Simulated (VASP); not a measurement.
Input of a VASP 6.6.1 run:

The input INCAR:

```
SYSTEM = Cu3N
PREC = Accurate
ENCUT = 520
EDIFF = 1E-8
ISMEAR = -1
SIGMA = 0.08
LREAL = .FALSE.
LASPH = .TRUE.
NELM = 120
ALGO = Normal
ISIF = 2
LWAVE = .FALSE.
LCHARG = .FALSE.
GGA = PS
LEFG = .TRUE.
NBANDS = 27
GGA_COMPAT = .FALSE.
```

The input KPOINTS:

```
Automatic mesh
0
G
  10 10 10
  0 0 0
```

The input POSCAR:

```
Cu3N
1.0
    3.8140000000      0.0000000000      0.0000000000
    0.0000000000      3.8140000000      0.0000000000
    0.0000000000      0.0000000000      3.8140000000
Cu N
3 1
Direct
    0.5000000000      0.0000000000      0.0000000000
    0.0000000000      0.5000000000      0.0000000000
    0.0000000000      0.0000000000      0.5000000000
    0.0000000000      0.0000000000      0.0000000000
```

Potentials or basis: VASP PAW PBE potentials, release 64 (Cu, N).

Launch:

```sh
$ cat potpaw_PBE.64/Cu/POTCAR potpaw_PBE.64/N/POTCAR > POTCAR
$ mpirun -np 1 vasp_std > vasp.out
```

Question: Predict the band gap on the k mesh.

Answer: 0.17 eV (least direct gap 0.70 eV).

Question: Predict the pressure.

Answer: -4.2 GPa.

Electric field gradients, principal values (V/Å²):
```
atom   least  middle  greatest (by size)
1 Cu  29.594  29.594             -59.189
2 Cu  29.594  29.594             -59.189
3 Cu  29.594  29.594             -59.189
 4 N   0.000   0.000               0.000
```

Caveat: the cell stands under tension; without QUAD_EFG the Cq values of the log hold for a quadrupole moment of 1 mb, not for the nuclei; the PAW data sets were made with another functional, which shifts forces and pressure a little. A k mesh can miss the band edges.
